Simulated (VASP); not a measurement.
Input of a VASP 6.6.1 run:

Contents of POSCAR:

```
F
1.0
    2.6008784203     -1.4917119192     -0.0066657971
    2.6008784203      1.4917119192     -0.0066657971
   -2.0794375002      0.0000000000      6.7794622840
F
4
Direct
    0.5053995766      0.5053995766      0.4025797552
    0.0852977317      0.0852977317      0.0971240918
    0.4946004234      0.4946004234      0.5974202448
    0.9147022683      0.9147022683      0.9028759082
```

The input INCAR.step1:

```
PREC = Accurate
ENCUT = 520
ISMEAR = 0
SIGMA = 0.01
LREAL = F
LASPH = T
NELM = 80
NBANDS = 22
GGA = PE
ALGO = Normal
EDIFF = 1E-4
LWAVE = T
LCHARG = F
```

File INCAR.step2:

```
PREC = Accurate
ENCUT = 520
EDIFF = 1E-7
ISMEAR = 0
SIGMA = 0.01
LREAL = F
LASPH = T
NELM = 80
ALGO = Normal
ISIF = 2
LWAVE = F
LCHARG = F
METAGGA = R2SCAN
LMIXTAU = T
NBANDS = 22
ISTART = 1
```

Contents of KPOINTS:

```
Automatic mesh
0
Gamma
  10 10 4
```

Potentials or basis: VASP PAW PBE potentials, release 64 (F).

Launch:

```console
$ cat potpaw_PBE.64/F/POTCAR > POTCAR
$ cp INCAR.step1 INCAR
$ mpirun -np 1 vasp_std > vasp.out
$ cp INCAR.step2 INCAR
$ mpirun -np 1 vasp_std > vasp.out
```

Task: What does it give for the pressure?

Result: 1.6 GPa.

Task: What does it give for the largest force?

Result: 0.553 eV/Å.

Task: Estimate the band gap on the k mesh.

Result: 3.44 eV (least direct gap 3.50 eV).

Stress tensor (GPa, compression positive):
```
0.63 0.00 0.02
0.00 0.11 0.00
0.02 0.00 4.20
```

Caveat: the PAW data sets were made with another functional, which shifts forces and pressure a little. A k mesh can miss the band edges.
